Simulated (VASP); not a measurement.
# Ir (P6_3/mmc) in VASP: further runs, part 2 of 2

VASP 6.6.1.

## (4) Single point, revPBE (volume scaled by 0.92)

File INCAR:

```
PREC = Accurate
ENCUT = 520
EDIFF = 1E-7
ISMEAR = -1
SIGMA = 0.1
LREAL = F
LASPH = T
NELM = 60
ALGO = Normal
ISIF = 2
LWAVE = F
LCHARG = T
GGA = RE
LELF = T
LVHAR = T
NBANDS = 16
```

File KPOINTS:

```
regular mesh
0
Gamma
  15 15 8
```

File POSCAR:

```
Ir
1.0
    2.6810433119      0.0000000000      0.0000000000
   -1.3405216560      2.3218516168      0.0000000000
    0.0000000000      0.0000000000      4.3477620919
Ir
2
Direct
    0.3333333333      0.6666666667      0.2500000000
    0.6666666667      0.3333333333      0.7500000000
```

Potentials or basis: VASP PAW PBE potentials, release 64 (Ir).

On the command line:

```bash
cat potpaw_PBE.64/Ir/POTCAR > POTCAR
mpirun -np 1 vasp_std > vasp.out
```

OUTCAR:

```text
PREC = Accurate
   ENCUT = 520
   EDIFF = 1E-7
   ISMEAR = -1
   LREAL = F
   LASPH = T
   NELM = 60
   ISIF = 2
   GGA = RE

 ion  position               nearest neighbor table
   1  0.333  0.667  0.250-   2 2.67   2 2.67   2 2.67   2 2.67   2 2.67   2 2.67
   2  0.667  0.333  0.750-   1 2.67   1 2.67   1 2.67   1 2.67   1 2.67   1 2.67

  LATTYP: Found a hexagonal cell.
 ALAT       =     2.6810433119
 C/A-ratio  =     1.6216679800

  Lattice vectors:

 A1 = (   2.6810433119,   0.0000000000,   0.0000000000)
 A2 = (  -1.3405216560,   2.3218516168,   0.0000000000)
 A3 = (   0.0000000000,   0.0000000000,   4.3477620919)

Analysis of symmetry for initial positions (statically):
=====================================================================
 Subroutine PRICEL returns:
 Original cell was already a primitive cell.

 Routine SETGRP: Setting up the symmetry group for a
 hexagonal supercell.

 Subroutine GETGRP returns: Found 24 space group operations
[... 158 lines left out ...]

 Free energy of the ion-electron system (eV)
  ---------------------------------------------------
  ext. energy  EPLUGINS =         0.00000000
  ---------------------------------------------------
  free energy    TOTEN  =       -16.29779382 eV

  energy without entropy =      -16.22735760  energy(sigma->0) =      -16.26257571

 E-fermi :  11.3879     XC(G=0): -14.2290

 val. band max:       11.3853315650   @ k =   0.3333   0.1333   0.3750
 cond. band min:      11.3929206737   @ k =   0.1333   0.0667   0.5000
 fundamental gap:      0.0075891087
 Fermi energy:        11.3879059031

 k-point     1 :       0.0000    0.0000    0.0000
  band No.  band energies     occupation
      1      -0.3430      2.00000
      2       2.6934      2.00000
      3       7.1457      2.00000
      4       7.2452      2.00000
      5       7.2452      2.00000
      6       7.9582      2.00000
[... 433 lines left out ...]
      3       4.4665      2.00000
      4       6.5821      2.00000
      5       6.6851      2.00000
      6       7.2629      2.00000
[... 8 lines left out ...]
     15      24.0295      0.00000
     16      25.0472      0.00000

 [... further k-points ...]
[... 5 lines left out ...]
  --------------------------------------------------------------------------------------
  -------------------------------------------------------------------------------------
  Total        5.8301792      5.8301792      5.9267653     -0.0000000     -0.0000000      0.0000000
  in kB      345.1345381    345.1345381    350.8522331     -0.0000000     -0.0000000      0.0000000
  external PRESSURE =     347.0404364 kB  Pullay stress =       0.0000000 kB

 VOLUME and BASIS-vectors are now :
 -----------------------------------------------------------------------------
  energy-cutoff  :      520.00
  volume of cell :       27.06
      direct lattice vectors                 reciprocal lattice vectors
     2.681043312  0.000000000  0.000000000     0.372989125  0.215345372  0.000000000
    -1.340521656  2.321851617  0.000000000     0.000000000  0.430690744  0.000000000
     0.000000000  0.000000000  4.347762092     0.000000000  0.000000000  0.230003385

 POSITION                                       TOTAL-FORCE (eV/Angst)
 -----------------------------------------------------------------------------------
     -0.00000      1.54790      1.08694        -0.000000      0.000000      0.000000
      1.34052      0.77395      3.26082         0.000000      0.000000      0.000000
 -----------------------------------------------------------------------------------
    total drift:                                0.000000     -0.000000     -0.000000

  FREE ENERGIE OF THE ION-ELECTRON SYSTEM (eV)
  ---------------------------------------------------
  free  energy   TOTEN  =       -16.2977938243 eV

  energy  without entropy=      -16.2273575970  energy(sigma->0) =      -16.26257571
```

OSZICAR:

```text
N       E                     dE             d eps       ncg     rms          rms(c)
DAV:   1     0.147632053687E+03    0.14763E+03   -0.85317E+03  4320   0.114E+03
DAV:   2    -0.136292915107E+02   -0.16126E+03   -0.14586E+03  4320   0.313E+02
DAV:   3    -0.172389376957E+02   -0.36096E+01   -0.35647E+01  5936   0.560E+01
DAV:   4    -0.172782932335E+02   -0.39356E-01   -0.39348E-01  4872   0.494E+00
DAV:   5    -0.172794042947E+02   -0.11111E-02   -0.11111E-02  6080   0.861E-01    0.248E+01
DAV:   6    -0.164933830478E+02    0.78602E+00   -0.85843E-01  5544   0.123E+01    0.110E+01
DAV:   7    -0.163096639060E+02    0.18372E+00   -0.36083E-01  5784   0.758E+00    0.199E+00
DAV:   8    -0.162989802617E+02    0.10684E-01   -0.85702E-03  5040   0.975E-01    0.406E-01
DAV:   9    -0.162977787268E+02    0.12015E-02   -0.24532E-03  5920   0.638E-01    0.212E-02
DAV:  10    -0.162977898483E+02   -0.11122E-04   -0.16782E-05  5472   0.340E-02    0.136E-02
DAV:  11    -0.162977940225E+02   -0.41743E-05   -0.19628E-06  5896   0.121E-02    0.150E-03
DAV:  12    -0.162977938333E+02    0.18918E-06   -0.85411E-08  4240   0.255E-03    0.752E-04
DAV:  13    -0.162977938243E+02    0.90472E-08   -0.14175E-08  3560   0.131E-03
   1 F= -.16297794E+02 E0= -.16262576E+02  d E =-.704362E-01
```

It took 31 s on 1 thread of Intel Xeon Platinum 8488C (Sapphire Rapids), shared host; peak memory 0.17 GiB.

What came out:

| Item | Value |
| --- | --- |
| Free energy | -16.2978 eV |
| Pressure | 34.7 GPa |
| Band gap on the k mesh | zero (band 9 reaches 12.45 eV, above the bottom of band 10 at 8.90 eV) |

Caveat: the PAW data sets were made with another functional, which shifts forces and pressure a little; spin-orbit coupling is left out, which moves the levels of the heavy elements.

## (5) Single point, revPBE (volume scaled by 0.96)

File INCAR:

```
SYSTEM = Ir
PREC = Accurate ; ENCUT = 520
EDIFF = 1E-6 ; ISMEAR = -1
SIGMA = 0.1 ; LREAL = .False.
LASPH = .True. ; NELM = 60
ALGO = Normal ; ISIF = 2
LWAVE = .False. ; LCHARG = .True.
GGA = RE ; LELF = .True.
LVHAR = .True. ; NBANDS = 16
```

File KPOINTS:

```
regular mesh
0
Gamma
  15 15 8
  0 0 0
```

File POSCAR:

```
Ir
1.0
    2.7193491060      0.0000000000      0.0000000000
   -1.3596745530      2.3550254075      0.0000000000
    0.0000000000      0.0000000000      4.4098813715
Ir
2
Direct
    0.3333333333      0.6666666667      0.2500000000
    0.6666666667      0.3333333333      0.7500000000
```

On the command line:

```bash
cat potpaw_PBE.64/Ir/POTCAR > POTCAR
mpirun -np 1 vasp_std > vasp.out
```

Wall time 33 s (1 thread of Intel Xeon Platinum 8488C (Sapphire Rapids), shared host); peak memory 0.17 GiB.

It converged, with:

```
Free energy            : -16.4794 eV
Pressure               : 15.4 GPa
Band gap on the k mesh : zero (band 9 reaches 11.59 eV, above the bottom of band 10 at 8.30 eV)
```

Stress tensor (GPa, compression positive):
```
15.31  0.00  0.00
 0.00 15.31  0.00
 0.00  0.00 15.48
```

Levels at points of the mesh, in eV from the Fermi level:
| k point | band 6 | band 7 | band 8 | band 9 | band 10 | band 11 | band 12 | band 13 |
| --- | --- | --- | --- | --- | --- | --- | --- | --- |
| (0.00, 0.00, 0.00) | -3.21 | -3.21 | -2.40 | -2.40 | -0.83 | 0.27 | 0.27 | 7.12 |
| (0.00, 0.00, 0.50) | -3.99 | -3.99 | -3.99 | -0.48 | -0.48 | -0.48 | -0.48 | 13.61 |

Caveat: the PAW data sets were made with another functional, which shifts forces and pressure a little; spin-orbit coupling is left out, which moves the levels of the heavy elements.

## (6) Single point, revPBE

File INCAR:

```
SYSTEM = Ir
PREC = Accurate ; ENCUT = 520
EDIFF = 1E-6 ; ISMEAR = -1
SIGMA = 0.1 ; LREAL = .False.
LASPH = .True. ; NELM = 80
ALGO = Normal ; ISIF = 2
LWAVE = .False. ; LCHARG = .False.
GGA = RE ; NBANDS = 16
```

File KPOINTS:

```
Automatic mesh
0
Gamma
  15 15 8
  0 0 0
```

File POSCAR:

```
Ir
1.0
    2.7566050932      0.0000000000      0.0000000000
   -1.3783025466      2.3872900389      0.0000000000
    0.0000000000      0.0000000000      4.4702982130
Ir
2
Direct
    0.3333333333      0.6666666667      0.2500000000
    0.6666666667      0.3333333333      0.7500000000
```

Potentials or basis: VASP PAW PBE potentials, release 64 (Ir).

On the command line:

```bash
cat potpaw_PBE.64/Ir/POTCAR > POTCAR
mpirun -np 1 vasp_std > vasp.out
```

Run time: 34 s. Hardware: 1 thread of Intel Xeon Platinum 8488C (Sapphire Rapids), shared host; peak memory 0.19 GiB.

The run converged. Its results:

| Quantity | Value |
| --- | --- |
| Free energy | -16.5351 eV |
| Pressure | 0.3 GPa |
| Band gap on the k mesh | zero (band 9 reaches 10.81 eV, above the bottom of band 10 at 7.74 eV) |

Stress tensor (GPa, compression positive):
```
0.30 0.00 0.00
0.00 0.30 0.00
0.00 0.00 0.15
```

Levels at points of the mesh, in eV from the Fermi level:
| k point | band 6 | band 7 | band 8 | band 9 | band 10 | band 11 | band 12 | band 13 |
| --- | --- | --- | --- | --- | --- | --- | --- | --- |
| (0.00, 0.00, 0.00) | -3.00 | -3.00 | -2.25 | -2.25 | -0.71 | 0.26 | 0.26 | 6.75 |
| (0.00, 0.00, 0.50) | -3.74 | -3.74 | -3.74 | -0.45 | -0.45 | -0.45 | -0.45 | 13.54 |

Caveat: the PAW data sets were made with another functional, which shifts forces and pressure a little; spin-orbit coupling is left out, which moves the levels of the heavy elements.

## (7) Overview

```csv
cell,k mesh,gap on the mesh (eV),pressure (GPa)
"a = 2.757, b = 2.757, c = 4.470 Å, angles 90.0, 90.0, 120.0°, 2 atoms",13 × 13 × 7,none,0.4
"a = 2.642, b = 2.642, c = 4.284 Å, angles 90.0, 90.0, 120.0°, 2 atoms",15 × 15 × 8,none,59.4
"a = 2.681, b = 2.681, c = 4.348 Å, angles 90.0, 90.0, 120.0°, 2 atoms",15 × 15 × 8,none,34.7
"a = 2.719, b = 2.719, c = 4.410 Å, angles 90.0, 90.0, 120.0°, 2 atoms",15 × 15 × 8,none,15.4
"a = 2.757, b = 2.757, c = 4.470 Å, angles 90.0, 90.0, 120.0°, 2 atoms",15 × 15 × 8,none,0.3
```

Alike in all rows: task single point; level revPBE; potentials or basis VASP PAW PBE potentials, release 64 (Ir); no spin polarisation; cutoff (eV) 520; smearing fermi-dirac 0.1 eV.

Caveats: the PAW data sets were made with another functional, which shifts forces and pressure a little; spin-orbit coupling is left out, which moves the levels of the heavy elements.

Total energies depend on the potentials used, so only differences within one code and one set of settings carry meaning.
